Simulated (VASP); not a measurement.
# FePt (P4/mmm) in VASP: notebook

FePt is run at these levels: LDA, PBEsol, PBE, revPBE, RPBE; tasks: single point.

Program: VASP 6.6.1. These are calculated values, not measurements. Logs are shortened: lines on timing, memory, paths and dates and some standing lists are left out, and cuts for length are marked.

### 1 The cell of the first run

The structure is tetragonal, space group P4/mmm (No. 123). The conventional cell has a = 2.669 Å, b = 2.669 Å, c = 3.663 Å, α = 90.00°, β = 90.00°, γ = 90.00°. Pt (site symmetry 4/mmm) has 8 Fe at 2.63 Å and 4 Pt at 2.67 Å within 3.5 Å. Fe (site symmetry 4/mmm) has 8 Pt at 2.63 Å and 4 Fe at 2.67 Å within 3.5 Å.

### 2 Single point, LDA, collinear spin, ferromagnetic start

INCAR

```
SYSTEM = FePt
PREC = Accurate ; ENCUT = 520
EDIFF = 1E-6 ; ISMEAR = -1
SIGMA = 0.05 ; LREAL = .FALSE.
LASPH = .TRUE. ; NELM = 150
ALGO = Fast ; ISIF = 2
LWAVE = .FALSE. ; LCHARG = .TRUE.
ISPIN = 2 ; MAGMOM = 0 3
LORBIT = 11 ; LMAXMIX = 4
LELF = .TRUE. ; LVHAR = .TRUE.
NBANDS = 20
```

KPOINTS

```
Automatic mesh
0
G
  10 10 7
  0 0 0
```

POSCAR

```
FePt
1.0
    2.6689362269      0.0000000000      0.0000000000
    0.0000000000      2.6689362269      0.0000000000
    0.0000000000      0.0000000000      3.6634351980
Pt Fe
1 1
Direct
    0.5000000000      0.5000000000      0.5000000000
    0.0000000000      0.0000000000      0.0000000000
```

Potentials or basis: VASP PAW LDA potentials, release 64 (Pt, Fe).

Launch:

```console
cat potpaw_LDA.64/Pt/POTCAR potpaw_LDA.64/Fe/POTCAR > POTCAR
mpirun -np 1 vasp_std > vasp.out
```

OUTCAR:

```text
SYSTEM = FePt
   PREC = Accurate
   ENCUT = 520
   EDIFF = 1E-6
   ISMEAR = -1
   LREAL = .FALSE.
   LASPH = .TRUE.
   NELM = 150
   ISIF = 2
   ISPIN = 2
   LORBIT = 11

 ion  position               nearest neighbor table
   1  0.500  0.500  0.500-   2 2.63   2 2.63   2 2.63   2 2.63   2 2.63   2 2.63   2 2.63   2 2.63

   2  0.000  0.000  0.000-   1 2.63   1 2.63   1 2.63   1 2.63   1 2.63   1 2.63   1 2.63   1 2.63

  LATTYP: Found a simple tetragonal cell.
 ALAT       =     2.6689362269
 C/A-ratio  =     1.3726199829

  Lattice vectors:

 A1 = (   2.6689362269,   0.0000000000,   0.0000000000)
 A2 = (   0.0000000000,   2.6689362269,   0.0000000000)
 A3 = (   0.0000000000,   0.0000000000,   3.6634351980)

Analysis of symmetry for initial positions (statically):
=====================================================================
 Subroutine PRICEL returns:
 Original cell was already a primitive cell.

 Routine SETGRP: Setting up the symmetry group for a
 simple tetragonal supercell.

 Subroutine GETGRP returns: Found 16 space group operations
 (whereof 16 operations were pure point group operations)
 out of a pool of 16 trial point group operations.

The static configuration has the point symmetry D_4h.

Analysis of symmetry for dynamics (positions and initial velocities):
=====================================================================
 Subroutine PRICEL returns:
 Original cell was already a primitive cell.

 Routine SETGRP: Setting up the symmetry group for a
 simple tetragonal supercell.

 Subroutine GETGRP returns: Found 16 space group operations
 (whereof 16 operations were pure point group operations)
 out of a pool of 16 trial point group operations.

The dynamic configuration has the point symmetry D_4h.

Analysis of structural, dynamic, and magnetic symmetry:
=====================================================================
 Subroutine PRICEL returns:
 Original cell was already a primitive cell.

 Routine SETGRP: Setting up the symmetry group for a
 simple tetragonal supercell.

 Subroutine GETGRP returns: Found 16 space group operations
 (whereof 16 operations were pure point group operations)
 out of a pool of 16 trial point group operations.

The overall configuration has the point symmetry D_4h.

 Subroutine INISYM returns: Found 16 space group operations
 (whereof 16 operations are pure point group operations),
 and found     1 'primitive' translations

----------------------------------------------------------------------------------------

                                     Primitive cell

  volume of cell :      26.0955

  direct lattice vectors                    reciprocal lattice vectors
     2.668936227  0.000000000  0.000000000     0.374681114  0.000000000  0.000000000
     0.000000000  2.668936227  0.000000000     0.000000000  0.374681114  0.000000000
     0.000000000  0.000000000  3.663435198     0.000000000  0.000000000  0.272967842

  length of vectors
     2.668936227  2.668936227  3.663435198     0.374681114  0.374681114  0.272967842

  position of ions in fractional coordinates (direct lattice)
     0.500000000  0.500000000  0.500000000
     0.000000000  0.000000000  0.000000000

  ion indices of the primitive-cell ions
   primitive index   ion index
                 1           1
                 2           2

----------------------------------------------------------------------------------------

 KPOINTS: Automatic mesh

Automatic generation of k-mesh.
 Grid dimensions read from file:
 generate k-points for:   10   10    7

 Generating k-lattice:

  Cartesian coordinates                     Fractional coordinates (reciprocal lattice)
     0.037468111  0.000000000  0.000000000     0.100000000  0.000000000  0.000000000
     0.000000000  0.037468111  0.000000000     0.000000000  0.100000000  0.000000000
     0.000000000  0.000000000  0.038995406     0.000000000  0.000000000  0.142857143

  Length of vectors
     0.037468111  0.037468111  0.038995406

  Shift w.r.t. Gamma in fractional coordinates (k-lattice)
     0.000000000  0.000000000  0.000000000

 Subroutine IBZKPT returns following result:
 ===========================================

 Found     84 irreducible k-points:

 Following reciprocal coordinates:
            Coordinates               Weight
  0.000000  0.000000  0.000000      1.000000
  0.100000  0.000000  0.000000      4.000000
  0.200000  0.000000  0.000000      4.000000
  0.300000  0.000000  0.000000      4.000000
  0.400000  0.000000  0.000000      4.000000
  0.500000  0.000000  0.000000      2.000000
[... 16 lines left out ...]
  0.100000  0.000000  0.142857      8.000000
  0.200000  0.000000  0.142857      8.000000
 [... further k-points ...]
   k-points           NKPTS =     84   k-points in BZ     NKDIM =     84   number of bands    NBANDS=     20
   number of dos      NEDOS =    301   number of ions     NIONS =      2
   total plane-waves  NPLWV =  11200
   dimension x,y,z NGX =    20 NGY =   20 NGZ =   28
   dimension x,y,z NGXF=    40 NGYF=   40 NGZF=   56
   ions per type =               1   1
   NGX,Y,Z   is equivalent  to a cutoff of  12.46, 12.46, 12.71 a.u.
   NGXF,Y,Z  is equivalent  to a cutoff of  24.92, 24.92, 25.41 a.u.
 SYSTEM =  FePt
   PREC   = accura    normal or accurate (medium, high low for compatibility)
   ISTART =      0    job   : 0-new  1-cont  2-samecut
   ICHARG =      2    charge: 1-file 2-atom 10-const
   ISPIN  =      2    spin polarized calculation?
   LNONCOLLINEAR =      F non collinear calculations
   LSORBIT =      F    spin-orbit coupling
   LASPH  =      T    aspherical Exc in radial PAW
   ENCUT  =  520.0 eV  38.22 Ry    6.18 a.u.   4.96  4.96  6.81*2*pi/ulx,y,z
   NELM   =    150;   NELMIN=  2; NELMDL= -5     # of ELM steps
   EDIFF  = 0.1E-05   stopping-criterion for ELM
   LREAL  =      F    real-space projection
   EDIFFG = 0.1E-04   stopping-criterion for IOM
   NSW    =      0    number of steps for IOM
   IBRION =     -1    ionic relax: 0-MD 1-quasi-New 2-CG
   NFREE  =      0    steps in history (QN), initial steepest desc. (CG)
   ISIF   =      2    stress and relaxation
   ISYM   =      2    0-nonsym 1-usesym 2-fastsym
   POTIM  = 0.5000    time-step for ionic-motion
   TEBEG  =    0.0;   TEEND  =   0.0 temperature during run
   PSTRESS=    0.0 pullay stress
   NELECT =      18.0000    total number of electrons
   NUPDOWN=      -1.0000    fix difference up-down
   EMIN   =  10.00;   EMAX   =-10.00  energy-range for DOS
   EFERMI =   0.00;   METHOD = LEGACY
   ISMEAR =    -1;   SIGMA  =   0.05  broadening in eV -4-tet -1-fermi 0-gaus
   EFERMI_NEDOS =   21; number of points for ismear=-14 and -15
   IALGO  =     68    algorithm
   IMIX   =      4    mixing-type and parameters
     AMIX     =   0.40;   BMIX     =  1.00
     AMIX_MAG =   1.60;   BMIX_MAG =  1.00
  volume/ion in A,a.u.               =      13.05        88.05
  Fermi-wavevector in a.u.,A,eV,Ry     =   1.446474  2.733440 28.467302  2.092288
  Thomas-Fermi vector in A             =   2.564539
   LORBIT       =     11    0 simple, 1 ext, 2 COOP (PROOUT), +10 PAW based schemes
   GGA     = CA    functional components
   LHFCALC =     F    Hartree Fock is set to
   AEXX    =    0.0000 exact exchange contribution
   IVDW    =     0    specifies the selected vdW correction
   LEPSILON=     F    determine dielectric tensor
   LRPA    =     F    only Hartree local field effects (RPA)
 spin polarized calculation
 RMM-DIIS sequential band-by-band and
  energy-cutoff  :      520.00
  volume of cell :       26.10
 maximum number of plane-waves:       724
 NGX is ok and might be reduce to    20
   NGX =  9   NGY =  9   NGZ = 13

 number of electron      18.0000009 magnetization       3.1209233

 Free energy of the ion-electron system (eV)
  ---------------------------------------------------
  ext. energy  EPLUGINS =         0.00000000
  ---------------------------------------------------
  free energy    TOTEN  =       -17.01178097 eV

  energy without entropy =      -16.99818226  energy(sigma->0) =      -17.00498161

 E-fermi :   9.2589     XC(G=0): -13.6264

 val. band max:        9.2398005123   @ k =   0.0000   0.0000   0.4286
 cond. band min:       9.2611858290   @ k =   0.5000   0.4000   0.2857
 fundamental gap:      0.0213853167
 Fermi energy:         9.2588569553

 spin component 1

 k-point     1 :       0.0000    0.0000    0.0000
  band No.  band energies     occupation
      1      -0.7529      1.00000
      2       2.5694      1.00000
      3       2.6593      1.00000
      4       5.8388      1.00000
      5       5.8388      1.00000
      6       6.4654      1.00000
[... 12 lines left out ...]
     19      31.2391      0.00000
     20      31.2392      0.00000
[... 507 lines left out ...]
 k-point    24 :       0.2000    0.0000    0.1429
  band No.  band energies     occupation
      1       0.5032      1.00000
      2       3.0920      1.00000
      3       3.6354      1.00000
      4       5.3095      1.00000
      5       6.1328      1.00000
      6       6.6166      1.00000
[... 12 lines left out ...]
     19      32.9352      0.00000
     20      33.3298      0.00000

 [... further k-points ...]

 spin component 2

 k-point     1 :       0.0000    0.0000    0.0000
  band No.  band energies     occupation
      1      -0.5107      1.00000
      2       3.0014      1.00000
      3       3.0772      1.00000
      4       6.7420      1.00000
      5       6.7420      1.00000
      6       8.3712      1.00000
[... 12 lines left out ...]
     19      31.4479      0.00000
     20      31.4482      0.00000
[... 507 lines left out ...]
 k-point    24 :       0.2000    0.0000    0.1429
  band No.  band energies     occupation
      1       0.7527      1.00000
      2       3.4908      1.00000
      3       4.0912      1.00000
      4       5.7882      1.00000
      5       7.0173      1.00000
      6       7.8594      1.00000
[... 12 lines left out ...]
     19      33.2281      0.00000
     20      33.6425      0.00000

 [... further k-points ...]

------------------------ aborting loop because EDIFF is reached ----------------------------------------

  FORCE on cell =-STRESS in cart. coord.  units (eV):
  Direction    XX          YY          ZZ          XY          YZ          ZX
  --------------------------------------------------------------------------------------
  -------------------------------------------------------------------------------------
  Total       -0.0230524     -0.0230524     -0.0112087      0.0000000      0.0000000      0.0000000
  in kB       -1.4153447     -1.4153447     -0.6881780      0.0000000      0.0000000      0.0000000
  external PRESSURE =      -1.1729558 kB  Pullay stress =       0.0000000 kB

 VOLUME and BASIS-vectors are now :
 -----------------------------------------------------------------------------
  energy-cutoff  :      520.00
  volume of cell :       26.10
      direct lattice vectors                 reciprocal lattice vectors
     2.668936227  0.000000000  0.000000000     0.374681114  0.000000000  0.000000000
     0.000000000  2.668936227  0.000000000     0.000000000  0.374681114  0.000000000
     0.000000000  0.000000000  3.663435198     0.000000000  0.000000000  0.272967842

 POSITION                                       TOTAL-FORCE (eV/Angst)
 -----------------------------------------------------------------------------------
      1.33447      1.33447      1.83172         0.000000      0.000000      0.000000
      0.00000      0.00000      0.00000         0.000000      0.000000      0.000000
 -----------------------------------------------------------------------------------
    total drift:                                0.000000      0.000000      0.000000

  FREE ENERGIE OF THE ION-ELECTRON SYSTEM (eV)
  ---------------------------------------------------
  free  energy   TOTEN  =       -17.0117809676 eV

  energy  without entropy=      -16.9981822581  energy(sigma->0) =      -17.00498161

 total charge

# of ion       s       p       d       tot
------------------------------------------
    1        0.743   0.730   8.086   9.560
    2        0.433   0.496   6.209   7.139
--------------------------------------------------
tot          1.176   1.226  14.296  16.698

 magnetization (x)

# of ion       s       p       d       tot
------------------------------------------
    1       -0.020  -0.048   0.420   0.351
    2        0.002   0.001   2.708   2.711
--------------------------------------------------
tot         -0.018  -0.047   3.127   3.062
```

It took 34 s on 1 thread of Intel Xeon 6975P-C (Granite Rapids), shared host; peak memory 0.18 GiB.

Results:

| Item | Value |
| --- | --- |
| Free energy | -17.0118 eV |
| Pressure | -0.1 GPa |
| Net moment | 3.12 μB per cell |
| Site moments | Pt +0.35; Fe +2.71 μB |
| Valence electrons inside the program's atomic spheres | Pt 9.56; Fe 7.14 |

Caveat: spin-orbit coupling is left out, which moves the levels of the heavy elements.

[end of part 1 of 2]
